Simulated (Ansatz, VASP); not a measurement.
## One calculation of NiO, two programs

The input INCAR:

```
PREC = Accurate ; ENCUT = 700
EDIFF = 1E-6 ; ISMEAR = 0
SIGMA = 0.05 ; LREAL = F
LASPH = T ; NELM = 200
ALGO = Normal ; ISIF = 2
LWAVE = F ; LCHARG = T
ISPIN = 2 ; MAGMOM = 2 0
LORBIT = 11 ; LMAXMIX = 4
LDAU = T ; LDAUTYPE = 2
LDAUL = 2 -1 ; LDAUU = 4.2 0
LDAUJ = 0 0 ; LDAUPRINT = 1
GGA = CA ; LELF = T
LVHAR = T ; NBANDS = 23
GGA_COMPAT = F
```

File KPOINTS:

```
regular mesh
0
Gamma
  12 12 12
```

File POSCAR:

```
NiO
1.0
    0.0000000000      2.0913095126      2.0913095126
    2.0913095126      0.0000000000      2.0913095126
    2.0913095126      2.0913095126      0.0000000000
Ni O
1 1
Direct
    0.0000000000      0.0000000000      0.0000000000
    0.5000000000      0.5000000000      0.5000000000
```

Input for Ansatz:

```yaml
crystal:
  lattice:
    - [0.0, 2.0913095126, 2.0913095126]
    - [2.0913095126, 0.0, 2.0913095126]
    - [2.0913095126, 2.0913095126, 0.0]
  atoms:
    - { symbol: Ni, position: [0.0, 0.0, 0.0], spin: 2.0 }
    - { symbol: O, position: [0.5, 0.5, 0.5] }
basis:
  ecutwfc: 420
  ecutrho_ratio: 4
kpoints:
  mp_grid: { grid: [12, 12, 12] }
hamiltonian:
  xc: lda
  hubbard: { sites: [{ species: Ni, l: d, u_eff: 4.2 }] }
scf:
  occupations: { method: gaussian, width: 0.05 }
  lower_state_search: "off"
output:
  forces: true
  stress: true
  eigenvalues: true
  populations: true
  hubbard: { sites: [{ species: Ni, l: d }] }
magnetization:
  spin_polarized: true
checkpoint:
  read: start.run
  write: ck
  compress: false
  write_wavefunctions: false
  write_every: 100000
```

Alike in both runs: task single point; functional LDA; k mesh 12 × 12 × 12; occupations gaussian, width 0.05 eV; collinear spin; Hubbard terms Ni d U = 4.2 eV.

|  | VASP | Ansatz |
| --- | --- | --- |
| version | VASP 6.6.1 | Ansatz 0.2.0 |
| potentials or method | VASP PAW LDA potentials, release 64 (Ni_sv_GW, O), cutoff 700 eV | scalar-relativistic, plane waves, PAW |
| valence electrons in the cell | 24 | 24 |

Ansatz gave:

- gap on the k mesh at the Fermi level (eV): 0.70
- least direct gap on the mesh (eV): 1.62
- pressure (GPa): -7.9
- net moment per atom (μB): 1.00
- size of the moment on the site where the two differ most (μB): 1.64

**Question.** Estimate VASP's values.

**Answer.** gap on the k mesh at the Fermi level (eV): 0.89; least direct gap on the mesh (eV): 1.84; pressure (GPa): -10.3; net moment per atom (μB): 1.00; size of the moment on the site where the two differ most (μB): 1.70.

LDA's correlation is that of Perdew and Zunger in VASP and of Perdew and Wang (1992) in Ansatz. Site moments also hang on the region over which each program counts them. The programs project onto different local orbitals, so the same U acts differently, and such runs can settle in different states. Ansatz's warnings: stability check not made.
